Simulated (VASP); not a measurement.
# Sb (R-3m) in VASP: notebook

Aim: see how the results for Sb move with the level of theory and the settings. Levels: BLYP+D4, LDA. Tasks: single point.

Program: VASP 6.6.1. These are calculated values, not measurements. Logs are shortened: lines on timing, memory, paths and dates and some standing lists are left out, and cuts for length are marked.

## (1) The cell of the first run

The structure is trigonal, space group R-3m (No. 166). The conventional cell has a = 4.354 Å, b = 4.354 Å, c = 11.349 Å, α = 90.00°, β = 90.00°, γ = 120.00°. Within 3.9 Å of Sb (site symmetry 3m) lie 6 Sb at 2.94 to 3.38 Å.

## (2) Single point, BLYP+D4

The input, INCAR:

```
PREC = Accurate
ENCUT = 500
EDIFF = 1E-6
ISMEAR = -1
SIGMA = 0.05
LREAL = False
LASPH = True
NELM = 120
ALGO = Normal
ISIF = 2
LWAVE = False
LCHARG = True
GGA = B5
ALDAX = 1.0
AGGAX = 1.0
AGGAC = 1.0
ALDAC = 0.0
IVDW = 13
VDW_S6 = 1.0
VDW_S8 = 2.34076671
VDW_A1 = 0.44488865
VDW_A2 = 4.0933009
LELF = True
LVHAR = True
NBANDS = 22
GGA_COMPAT = False
```

The input, KPOINTS:

```
regular mesh
0
Gamma
  8 8 8
```

The input, POSCAR:

```
Sb
1.0
    2.1772429830      1.2570318223      3.7829421810
   -2.1772429830      1.2570318223      3.7829421810
    0.0000000000     -2.5140636446      3.7829421810
Sb
2
Direct
    0.7664919301      0.7664919301      0.7664919301
    0.2335080699      0.2335080699      0.2335080699
```

Potentials or basis: VASP PAW PBE potentials, release 64 (Sb_d_GW).

Run with:

```
$ cat potpaw_PBE.64/Sb_d_GW/POTCAR > POTCAR
$ mpirun -np 1 vasp_std > vasp.out
```

OUTCAR:

```text
PREC = Accurate
   ENCUT = 500
   EDIFF = 1E-6
   ISMEAR = -1
   LREAL = False
   LASPH = True
   NELM = 120
   ISIF = 2
   GGA = B5
   IVDW = 13

 ion  position               nearest neighbor table
   1  0.766  0.766  0.766-   2 2.94   2 2.94   2 2.94   2 3.38   2 3.38   2 3.38
   2  0.234  0.234  0.234-   1 2.94   1 2.94   1 2.94   1 3.38   1 3.38   1 3.38

  LATTYP: Found a trigonal (rhomboedric) cell.
 ALAT       =     4.5421545057
 COS(alpha) =     0.5404635250

  Lattice vectors:

 A1 = (   2.1772429830,   1.2570318223,   3.7829421810)
 A2 = (  -2.1772429830,   1.2570318223,   3.7829421810)
 A3 = (   0.0000000000,  -2.5140636446,   3.7829421810)

Analysis of symmetry for initial positions (statically):
=====================================================================
 Subroutine PRICEL returns:
 Original cell was already a primitive cell.

 Routine SETGRP: Setting up the symmetry group for a
 trigonal (rhombohedral) supercell.

 Subroutine GETGRP returns: Found 12 space group operations
 (whereof 12 operations were pure point group operations)
 out of a pool of 12 trial point group operations.

The static configuration has the point symmetry D_3d.

Analysis of symmetry for dynamics (positions and initial velocities):
=====================================================================
 Subroutine PRICEL returns:
 Original cell was already a primitive cell.

 Routine SETGRP: Setting up the symmetry group for a
 trigonal (rhombohedral) supercell.

 Subroutine GETGRP returns: Found 12 space group operations
 (whereof 12 operations were pure point group operations)
 out of a pool of 12 trial point group operations.

The dynamic configuration has the point symmetry D_3d.

 Subroutine INISYM returns: Found 12 space group operations
 (whereof 12 operations are pure point group operations),
 and found     1 'primitive' translations

----------------------------------------------------------------------------------------

                                     Primitive cell

  volume of cell :      62.1204

  direct lattice vectors                    reciprocal lattice vectors
     2.177242983  1.257031822  3.782942181     0.229648231  0.132587468  0.088114837
    -2.177242983  1.257031822  3.782942181    -0.229648231  0.132587468  0.088114837
     0.000000000 -2.514063645  3.782942181     0.000000000 -0.265174936  0.088114837

  length of vectors
     4.542154506  4.542154506  4.542154506     0.279431514  0.279431514  0.279431514

  position of ions in fractional coordinates (direct lattice)
     0.766491930  0.766491930  0.766491930
     0.233508070  0.233508070  0.233508070

  ion indices of the primitive-cell ions
   primitive index   ion index
                 1           1
                 2           2

----------------------------------------------------------------------------------------

 KPOINTS: regular mesh

Automatic generation of k-mesh.
 Grid dimensions read from file:
 generate k-points for:    8    8    8

 Generating k-lattice:

  Cartesian coordinates                     Fractional coordinates (reciprocal lattice)
     0.028706029  0.016573434  0.011014355     0.125000000  0.000000000  0.000000000
    -0.028706029  0.016573434  0.011014355     0.000000000  0.125000000  0.000000000
     0.000000000 -0.033146867  0.011014355     0.000000000  0.000000000  0.125000000

  Length of vectors
     0.034928939  0.034928939  0.034928939

  Shift w.r.t. Gamma in fractional coordinates (k-lattice)
     0.000000000  0.000000000  0.000000000

 Subroutine IBZKPT returns following result:
 ===========================================

 Found     65 irreducible k-points:

 Following reciprocal coordinates:
            Coordinates               Weight
  0.000000  0.000000  0.000000      1.000000
  0.125000  0.000000  0.000000      6.000000
  0.250000  0.000000  0.000000      6.000000
  0.375000  0.000000  0.000000      6.000000
  0.500000  0.000000  0.000000      3.000000
  0.125000  0.125000  0.000000      6.000000
[... 16 lines left out ...]
  0.250000  0.125000  0.125000      6.000000
  0.375000  0.125000  0.125000      6.000000
 [... further k-points ...]
   k-points           NKPTS =     65   k-points in BZ     NKDIM =     65   number of bands    NBANDS=     22
   number of dos      NEDOS =    301   number of ions     NIONS =      2
   total plane-waves  NPLWV =  46656
   dimension x,y,z NGX =    36 NGY =   36 NGZ =   36
   dimension x,y,z NGXF=    72 NGYF=   72 NGZF=   72
   ions per type =               2
   NGX,Y,Z   is equivalent  to a cutoff of  13.18, 13.18, 13.18 a.u.
   NGXF,Y,Z  is equivalent  to a cutoff of  26.35, 26.35, 26.35 a.u.
 SYSTEM =  unknown system
   PREC   = accura    normal or accurate (medium, high low for compatibility)
   ISTART =      0    job   : 0-new  1-cont  2-samecut
   ICHARG =      2    charge: 1-file 2-atom 10-const
   ISPIN  =      1    spin polarized calculation?
   LNONCOLLINEAR =      F non collinear calculations
   LSORBIT =      F    spin-orbit coupling
   LASPH  =      T    aspherical Exc in radial PAW
   ENCUT  =  500.0 eV  36.75 Ry    6.06 a.u.   8.28  8.28  8.28*2*pi/ulx,y,z
   NELM   =    120;   NELMIN=  2; NELMDL= -5     # of ELM steps
   EDIFF  = 0.1E-05   stopping-criterion for ELM
   LREAL  =      F    real-space projection
   EDIFFG = 0.1E-04   stopping-criterion for IOM
   NSW    =      0    number of steps for IOM
   IBRION =     -1    ionic relax: 0-MD 1-quasi-New 2-CG
   NFREE  =      0    steps in history (QN), initial steepest desc. (CG)
   ISIF   =      2    stress and relaxation
   ISYM   =      2    0-nonsym 1-usesym 2-fastsym
   POTIM  = 0.5000    time-step for ionic-motion
   TEBEG  =    0.0;   TEEND  =   0.0 temperature during run
   PSTRESS=    0.0 pullay stress
   NELECT =      30.0000    total number of electrons
   NUPDOWN=      -1.0000    fix difference up-down
   EMIN   =  10.00;   EMAX   =-10.00  energy-range for DOS
   EFERMI =   0.00;   METHOD = LEGACY
   ISMEAR =    -1;   SIGMA  =   0.05  broadening in eV -4-tet -1-fermi 0-gaus
   EFERMI_NEDOS =   21; number of points for ismear=-14 and -15
   IALGO  =     38    algorithm
   IMIX   =      4    mixing-type and parameters
     AMIX     =   0.40;   BMIX     =  1.00
     AMIX_MAG =   1.60;   BMIX_MAG =  1.00
  volume/ion in A,a.u.               =      31.06       209.60
  Fermi-wavevector in a.u.,A,eV,Ry     =   1.284411  2.427184 22.445674  1.649711
  Thomas-Fermi vector in A             =   2.416606
   LORBIT       =      0    0 simple, 1 ext, 2 COOP (PROOUT), +10 PAW based schemes
   GGA     = B5    functional components
   LHFCALC =     F    Hartree Fock is set to
   AEXX    =    0.0000 exact exchange contribution
   IVDW    =    13    specifies the selected vdW correction
   LEPSILON=     F    determine dielectric tensor
   LRPA    =     F    only Hartree local field effects (RPA)
 non-spin polarized calculation
  energy-cutoff  :      500.00
  volume of cell :       62.12
 maximum number of plane-waves:      1598
 NGX is ok and might be reduce to    36
   NGX = 17   NGY = 17   NGZ = 17

 number of electron      30.0000003 magnetization

 Free energy of the ion-electron system (eV)
  ---------------------------------------------------
  ext. energy  EPLUGINS =         0.00000000
  ---------------------------------------------------
  free energy    TOTEN  =        -6.80821691 eV

  energy without entropy =       -6.80545468  energy(sigma->0) =       -6.80683579

 E-fermi :   5.5964     XC(G=0):  -9.1268

 val. band max:        5.5575659247   @ k =   0.3750   0.2500   0.2500
 cond. band min:       5.6041402199   @ k =   0.3750   0.1250   0.1250
 fundamental gap:      0.0465742953
 Fermi energy:         5.5963586044

 k-point     1 :       0.0000    0.0000    0.0000
  band No.  band energies     occupation
      1     -23.8363      2.00000
      2     -23.8363      2.00000
      3     -23.7538      2.00000
      4     -23.7538      2.00000
      5     -23.7279      2.00000
      6     -23.6499      2.00000
[... 14 lines left out ...]
     21      11.0149      0.00000
     22      12.6421      0.00000

 k-point     2 :       0.1250    0.0000    0.0000
  band No.  band energies     occupation
      1     -23.8306      2.00000
      2     -23.8280      2.00000
      3     -23.7510      2.00000
      4     -23.7491      2.00000
      5     -23.7245      2.00000
      6     -23.6537      2.00000
[... 14 lines left out ...]
     21      11.0244      0.00000
     22      13.6242      0.00000

 k-point     3 :       0.2500    0.0000    0.0000
  band No.  band energies     occupation
      1     -23.8157      2.00000
      2     -23.8047      2.00000
      3     -23.7439      2.00000
      4     -23.7360      2.00000
      5     -23.7147      2.00000
      6     -23.6642      2.00000
[... 14 lines left out ...]
     21      11.8439      0.00000
     22      15.6466      0.00000

 k-point     4 :       0.3750    0.0000    0.0000
  band No.  band energies     occupation
      1     -23.7980      2.00000
      2     -23.7714      2.00000
      3     -23.7362      2.00000
      4     -23.7177      2.00000
      5     -23.7015      2.00000
      6     -23.6827      2.00000
[... 14 lines left out ...]
     21      13.3098      0.00000
     22      15.7687      0.00000

 k-point     5 :       0.5000    0.0000    0.0000
  band No.  band energies     occupation
      1     -23.7893      2.00000
      2     -23.7470      2.00000
      3     -23.7312      2.00000
      4     -23.7103      2.00000
      5     -23.7020      2.00000
      6     -23.6935      2.00000
[... 417 lines left out ...]
 k-point    22 :       0.1250    0.1250    0.1250
  band No.  band energies     occupation
      1     -23.8307      2.00000
      2     -23.8307      2.00000
      3     -23.7516      2.00000
      4     -23.7516      2.00000
      5     -23.7257      2.00000
      6     -23.6517      2.00000
[... 14 lines left out ...]
     21      11.1160      0.00000
     22      13.4171      0.00000

 k-point    23 :       0.2500    0.1250    0.1250
  band No.  band energies     occupation
      1     -23.8257      2.00000
      2     -23.8167      2.00000
      3     -23.7470      2.00000
      4     -23.7464      2.00000
      5     -23.7216      2.00000
      6     -23.6559      2.00000
[... 14 lines left out ...]
     21      11.9219      0.00000
     22      13.3065      0.00000

 k-point    24 :       0.3750    0.1250    0.1250
  band No.  band energies     occupation
      1     -23.8060      2.00000
      2     -23.7995      2.00000
      3     -23.7382      2.00000
      4     -23.7345      2.00000
      5     -23.7135      2.00000
      6     -23.6642      2.00000
[... 14 lines left out ...]
     21      13.0724      0.00000
     22      14.7238      0.00000

 [... further k-points ...]

------------------------ aborting loop because EDIFF is reached ----------------------------------------

  DFT-D4 for vdW energy calculation

  Edisp (eV):   -1.87780

  FORCE on cell =-STRESS in cart. coord.  units (eV):
  Direction    XX          YY          ZZ          XY          YZ          ZX
  --------------------------------------------------------------------------------------
  -------------------------------------------------------------------------------------
  Total       0.01579     0.01579     0.00572     0.00000     0.00000     0.00000
  in kB       0.40728     0.40728     0.14758     0.00000     0.00000     0.00000
  external pressure =        0.32 kB  Pullay stress =        0.00 kB

 VOLUME and BASIS-vectors are now :
 -----------------------------------------------------------------------------
  energy-cutoff  :      500.00
  volume of cell :       62.12
      direct lattice vectors                 reciprocal lattice vectors
     2.177242983  1.257031822  3.782942181     0.229648231  0.132587468  0.088114837
    -2.177242983  1.257031822  3.782942181    -0.229648231  0.132587468  0.088114837
     0.000000000 -2.514063645  3.782942181     0.000000000 -0.265174936  0.088114837

 POSITION                                       TOTAL-FORCE (eV/Angst)
 -----------------------------------------------------------------------------------
      0.00000      0.00000      8.69878         0.000000      0.000000     -0.005529
      0.00000      0.00000      2.65004         0.000000      0.000000      0.005529
 -----------------------------------------------------------------------------------
    total drift:                               -0.000000      0.000000     -0.000000

  FREE ENERGIE OF THE ION-ELECTRON SYSTEM (eV)
  ---------------------------------------------------
  free  energy   TOTEN  =        -8.6860156294 eV

  energy  without entropy=       -8.6832533968  energy(sigma->0) =       -8.68463451
```

Run time: 1.7 min. Hardware: 1 thread of AMD EPYC 7R13 (Zen 3), shared host; peak memory 0.23 GiB.

What came out:

- Free energy: -8.6860 eV
- Pressure: 0.0 GPa
- Largest force: 0.006 eV/Å
- Band gap on the k mesh: zero (bands 15 and 16 overlap by 0.22 eV)
- Dispersion energy per atom: -0.939 eV

Forces on the atoms (eV/Å):
```
Sb   0.000  0.000 -0.006
Sb   0.000  0.000  0.006
```

Caveat: the PAW data sets were made with another functional, which shifts forces and pressure a little; spin-orbit coupling is left out, which moves the levels of the heavy elements.

## (3) Single point, LDA

This run uses another cell than the first one, of 30.81 Å³/atom.

The input, INCAR:

```
PREC = Accurate
ENCUT = 500
EDIFF = 1E-6
ISMEAR = -1
SIGMA = 0.05
LREAL = F
LASPH = T
NELM = 120
ALGO = Normal
ISIF = 2
LWAVE = F
LCHARG = F
NBANDS = 22
GGA_COMPAT = F
```

The input, KPOINTS:

```
Automatic mesh
0
Gamma
  8 8 8
```

The input, POSCAR:

```
Sb
1.0
    2.1684666409      1.2519647989      3.7828881425
   -2.1684666409      1.2519647989      3.7828881425
    0.0000000000     -2.5039295978      3.7828881425
Sb
2
Direct
    0.7665100000      0.7665100000      0.7665100000
    0.2334900000      0.2334900000      0.2334900000
```

Potentials or basis: VASP PAW LDA potentials, release 64 (Sb_d_GW).

Run with:

```
$ cat potpaw_LDA.64/Sb_d_GW/POTCAR > POTCAR
$ mpirun -np 1 vasp_std > vasp.out
```

Run time: 2.5 min. Hardware: 1 thread of AMD EPYC 7R43 (Zen 3), shared host; peak memory 0.19 GiB.

The run converged. Its results:

```yaml
Free_energy: -9.6301 eV
Pressure: -2.3 GPa
Largest_force: 0.077 eV/Å
Band_gap_on_the_k_mesh: zero (bands 15 and 16 overlap by 0.30 eV)
```

Forces on the atoms (eV/Å):
```
Sb   0.000  0.000  0.077
Sb   0.000  0.000 -0.077
```

Stress tensor (GPa, compression positive):
```
-2.20  0.00  0.00
 0.00 -2.20  0.00
 0.00  0.00 -2.44
```

Levels at points of the mesh, in eV from the Fermi level:
| k point | band 11 | band 12 | band 13 | band 14 | band 15 | band 16 | band 17 | band 18 | band 19 | band 20 |
| --- | --- | --- | --- | --- | --- | --- | --- | --- | --- | --- |
| (0.00, 0.00, 0.00) | -12.64 | -5.08 | -2.06 | -1.80 | -1.80 | 2.01 | 2.59 | 2.59 | 5.16 | 5.16 |
| (0.50, 0.00, 0.00) | -10.34 | -9.63 | -1.92 | -1.83 | -0.35 | -0.29 | 0.12 | 0.46 | 7.49 | 8.30 |
| (0.50, 0.50, 0.00) | -10.35 | -8.07 | -5.37 | -3.70 | -3.61 | 1.57 | 4.72 | 5.31 | 6.61 | 9.10 |
| (0.50, 0.50, 0.50) | -11.14 | -8.99 | -1.31 | -1.31 | -0.59 | 0.10 | 0.10 | 0.99 | 6.90 | 8.91 |

Caveat: spin-orbit coupling is left out, which moves the levels of the heavy elements.

(Part 1 of 2 ends here.)

The gap in the log of VASP goes by the Fermi energy; the results here count the filled bands.